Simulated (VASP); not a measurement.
# Be2Sb3P (P-6m2) in VASP: notebook, part 2 of 2

VASP 6.6.1. Earlier steps stand in the parts before.

### Step 3. Relaxation of cell and atoms, r2SCAN+rVV10

This run uses another cell than the first one, of 20.88 Å³/atom.

Contents of POSCAR:

```
Be2Sb3P
1.0
    4.8530119719      0.0000000033      0.0000000000
   -2.4265059888      4.2028316509      0.0000000000
    0.0000000000      0.0000000000      6.1408383787
Be Sb P
2 3 1
Direct
    0.6666666667      0.3333333333      0.1758908387
    0.6666666667      0.3333333333      0.8241091613
    0.0000000000      0.0000000000      0.5000000000
    0.3333333333      0.6666666667      0.0000000000
    0.3333333333      0.6666666667      0.5000000000
    0.0000000000      0.0000000000      0.0000000000
```

Contents of INCAR.step1:

```
SYSTEM = Be2Sb3P
ALGO = Normal
EDIFF = 1E-4
ENCUT = 600
GGA = PE
ISMEAR = -1
LASPH = .TRUE.
LCHARG = .FALSE.
LREAL = .FALSE.
LWAVE = .TRUE.
NELM = 100
PREC = Accurate
SIGMA = 0.03
```

Contents of INCAR.step2:

```
SYSTEM = Be2Sb3P
ALGO = Normal
BPARAM = 11.95
CPARAM = 0.0093
EDIFF = 1E-6
EDIFFG = -0.01
ENCUT = 600
IBRION = 2
ISIF = 3
ISMEAR = -1
ISTART = 1
IVDW_NL = 2
LASPH = .TRUE.
LCHARG = .FALSE.
LMIXTAU = .TRUE.
LREAL = .FALSE.
LUSE_VDW = .TRUE.
LWAVE = .FALSE.
METAGGA = R2SCAN
NELM = 100
NSW = 100
PREC = Accurate
SIGMA = 0.03
```

Contents of KPOINTS:

```
k-points
0
G
  6 6 4
  0 0 0
```

Potentials or basis: VASP PAW PBE potentials, release 64 (Be, Sb, P).

Run with:

```bash
cat potpaw_PBE.64/Be/POTCAR potpaw_PBE.64/Sb/POTCAR potpaw_PBE.64/P/POTCAR > POTCAR
cp INCAR.step1 INCAR
mpirun -np 1 vasp_std > vasp.out
cp INCAR.step2 INCAR
mpirun -np 1 vasp_std > vasp.out
```

OUTCAR:

```text
SYSTEM = Be2Sb3P
   BPARAM = 11.95
   EDIFF = 1E-6
   EDIFFG = -0.01
   ENCUT = 600
   IBRION = 2
   ISIF = 3
   ISMEAR = -1
   ISTART = 1
   IVDW_NL = 2
   LASPH = .TRUE.
   LREAL = .FALSE.
   METAGGA = R2SCAN
   NELM = 100
   NSW = 100
   PREC = Accurate

 ion  position               nearest neighbor table
   1  0.667  0.333  0.176-   2 2.16   4 3.00   4 3.00   4 3.00
   2  0.667  0.333  0.824-   1 2.16   4 3.00   4 3.00   4 3.00
   3  0.000  0.000  0.500-   5 2.80   5 2.80   5 2.80   6 3.07   6 3.07
   4  0.333  0.667  0.000-   6 2.80   6 2.80   6 2.80   1 3.00   2 3.00   1 3.00   2 3.00   1 3.00
                             2 3.00   5 3.07   5 3.07
   5  0.333  0.667  0.500-   3 2.80   3 2.80   3 2.80   4 3.07   4 3.07
   6  0.000  0.000  0.000-   4 2.80   4 2.80   4 2.80   3 3.07   3 3.07

  LATTYP: Found a hexagonal cell.
 ALAT       =     4.8530119719
 C/A-ratio  =     1.2653664187

  Lattice vectors:

 A1 = (   4.8530119719,   0.0000000033,   0.0000000000)
 A2 = (  -2.4265059888,   4.2028316509,   0.0000000000)
 A3 = (   0.0000000000,   0.0000000000,   6.1408383787)

Analysis of symmetry for initial positions (statically):
=====================================================================
 Subroutine PRICEL returns:
 Original cell was already a primitive cell.

 Routine SETGRP: Setting up the symmetry group for a
 hexagonal supercell.

 Subroutine GETGRP returns: Found 12 space group operations
 (whereof 12 operations were pure point group operations)
 out of a pool of 24 trial point group operations.

The static configuration has the point symmetry D_3h.

Analysis of symmetry for dynamics (positions and initial velocities):
=====================================================================
 Subroutine PRICEL returns:
 Original cell was already a primitive cell.

 Routine SETGRP: Setting up the symmetry group for a
 hexagonal supercell.

 Subroutine GETGRP returns: Found 12 space group operations
 (whereof 12 operations were pure point group operations)
 out of a pool of 24 trial point group operations.

[... 128 lines left out ...]
   LORBIT       =      0    0 simple, 1 ext, 2 COOP (PROOUT), +10 PAW based schemes
   METAGGA = R2SCAN    functional components
   LHFCALC =     F    Hartree Fock is set to
   AEXX    =    0.0000 exact exchange contribution
   IVDW_NL    =     2    kernel type
   BPARAM     =11.9500
   IVDW    =     0    specifies the selected vdW correction
   LEPSILON=     F    determine dielectric tensor
   LRPA    =     F    only Hartree local field effects (RPA)
 conjugate gradient relaxation of ions
 non-spin polarized calculation
  energy-cutoff  :      600.00
  volume of cell :      125.25
 maximum number of plane-waves:      4196
 NGX is ok and might be reduce to    40
   NGX = 19   NGY = 19   NGZ = 25

--------------------------------------- Ionic step        1  -------------------------------------------

 number of electron      23.9999999 magnetization

 Free energy of the ion-electron system (eV)
  ---------------------------------------------------
  ext. energy  EPLUGINS =         0.00000000
  ---------------------------------------------------
  free energy    TOTEN  =       -88.74617721 eV

  energy without entropy =      -88.73937183  energy(sigma->0) =      -88.74277452

------------------------ aborting loop because EDIFF is reached ----------------------------------------

  FORCE on cell =-STRESS in cart. coord.  units (eV):
  Direction    XX          YY          ZZ          XY          YZ          ZX
  --------------------------------------------------------------------------------------
  -------------------------------------------------------------------------------------
  Total        4.3075312      4.3075312     -3.4566870      0.0000000     -0.0000000      0.0000000
  in kB       55.1008104     55.1008104    -44.2170346      0.0000000     -0.0000000      0.0000000
  external PRESSURE =      21.9948621 kB  Pullay stress =       0.0000000 kB
[... 101 lines left out ...]
  FREE ENERGIE OF THE ION-ELECTRON SYSTEM (eV)
  ---------------------------------------------------
  free  energy   TOTEN  =       -88.9338479154 eV

  energy  without entropy=      -88.9252916570  energy(sigma->0) =      -88.92956979

[... ionic steps 4 to 9 ...]

--------------------------------------- Ionic step       10  -------------------------------------------

 number of electron      24.0000001 magnetization

------------------------ aborting loop because EDIFF is reached ----------------------------------------
[... 75 lines left out ...]
--------------------------------------- Ionic step       12  -------------------------------------------

 number of electron      24.0000001 magnetization

 Free energy of the ion-electron system (eV)
  ---------------------------------------------------
  ext. energy  EPLUGINS =         0.00000000
  ---------------------------------------------------
  free energy    TOTEN  =       -88.94988433 eV

  energy without entropy =      -88.94274753  energy(sigma->0) =      -88.94631593

 E-fermi :   7.2494     XC(G=0): -10.4427

 val. band max:        7.2345637015   @ k =   0.1667   0.1667   0.0000
 cond. band min:       7.2576515776   @ k =   0.3333   0.3333   0.5000
 fundamental gap:      0.0230878761
 Fermi energy:         7.2494428534

 k-point     1 :       0.0000    0.0000    0.0000
  band No.  band energies     occupation
      1      -6.7066      2.00000
      2      -3.6861      2.00000
      3      -1.3233      2.00000
      4       0.2994      2.00000
      5       2.3460      2.00000
      6       2.5355      2.00000
[... 421 lines left out ...]
  FREE ENERGIE OF THE ION-ELECTRON SYSTEM (eV)
  ---------------------------------------------------
  free  energy   TOTEN  =       -88.9498843294 eV

  energy  without entropy=      -88.9427475287  energy(sigma->0) =      -88.94631593

 reached required accuracy - stopping structural energy minimisation
```

OUTCAR.step1:

```text
SYSTEM = Be2Sb3P
   EDIFF = 1E-4
   ENCUT = 600
   GGA = PE
   ISMEAR = -1
   LASPH = .TRUE.
   LREAL = .FALSE.
   NELM = 100
[... 629 lines left out ...]
     -0.00000      2.80189      0.00000        -0.000000      0.000000      0.000000
     -0.00000      2.80189      3.07042        -0.000000      0.000000      0.000000
      0.00000      0.00000      0.00000        -0.000000     -0.000000      0.000000
 -----------------------------------------------------------------------------------
    total drift:                                0.000000     -0.000000     -0.000000

  FREE ENERGIE OF THE ION-ELECTRON SYSTEM (eV)
  ---------------------------------------------------
  free  energy   TOTEN  =       -20.3643547763 eV

  energy  without entropy=      -20.3572595347  energy(sigma->0) =      -20.36080716
```

Wall time 21 min (1 thread of Intel Xeon 6975P-C (Granite Rapids), shared host); peak memory 0.61 GiB.

Results:

```
Free energy                           : -88.9499 eV
Relaxed volume                        : 21.31 Å³/atom
Relaxed cell                          : a = 5.007 Å, b = 5.007 Å, c = 5.890 Å, α = 90.00°, β = 90.00°, γ = 120.00°
Space group after relaxing (to 0.1 Å) : P-6m2 (No. 187)
Energy gained by relaxing             : 34.0 meV/atom
Ionic steps                           : 12
Pressure after relaxing               : 0.0 GPa
Largest force after relaxing          : 0.006 eV/Å
```

Forces on the atoms (eV/Å):
```
Be   0.000  0.000  0.006
Be   0.000  0.000 -0.006
Sb   0.000  0.000  0.000
Sb   0.000  0.000  0.000
Sb   0.000  0.000  0.000
P    0.000  0.000  0.000
```

Step by step:
```
step  energy change (eV)  largest force (eV/Å)  pressure (GPa)  volume (Å³)
   1              0.0000                0.0844            2.20       125.25
   2             -0.1877                0.1563           -0.96       130.35
   3             -0.1877                0.1517           -0.93       130.29
   4             -0.1977                0.2267            0.07       128.18
   5             -0.1977                0.2266            0.06       128.19
   6             -0.2019                0.1136            0.14       127.81
   7             -0.2030                0.0293            0.22       127.47
   8             -0.2037                0.0011           -0.09       128.02
   9             -0.2037                0.0034           -0.04       127.94
  10             -0.2037                0.0030           -0.04       127.95
  11             -0.2037                0.0025           -0.05       127.96
  12             -0.2037                0.0065            0.00       127.87
```

Final structure:
```cif
data_structure
_symmetry_space_group_name_H-M 'P 1'
_symmetry_Int_Tables_number 1
_cell_length_a 5.0069
_cell_length_b 5.0069
_cell_length_c 5.8896
_cell_angle_alpha 90.000
_cell_angle_beta 90.000
_cell_angle_gamma 120.000
_cell_volume 127.87
loop_
_atom_site_label
_atom_site_type_symbol
_atom_site_fract_x
_atom_site_fract_y
_atom_site_fract_z
_atom_site_occupancy
Be1 Be 0.66667 0.33333 0.18126 1
Be2 Be 0.66667 0.33333 0.81874 1
Sb1 Sb 0.00000 0.00000 0.50000 1
Sb2 Sb 0.33333 0.66667 0.00000 1
Sb3 Sb 0.33333 0.66667 0.50000 1
P1 P 0.00000 0.00000 0.00000 1
```

Caveat: the highest band is partly filled, so the run has too few bands; the PAW data sets were made with another functional, which shifts forces and pressure a little; spin-orbit coupling is left out, which moves the levels of the heavy elements.
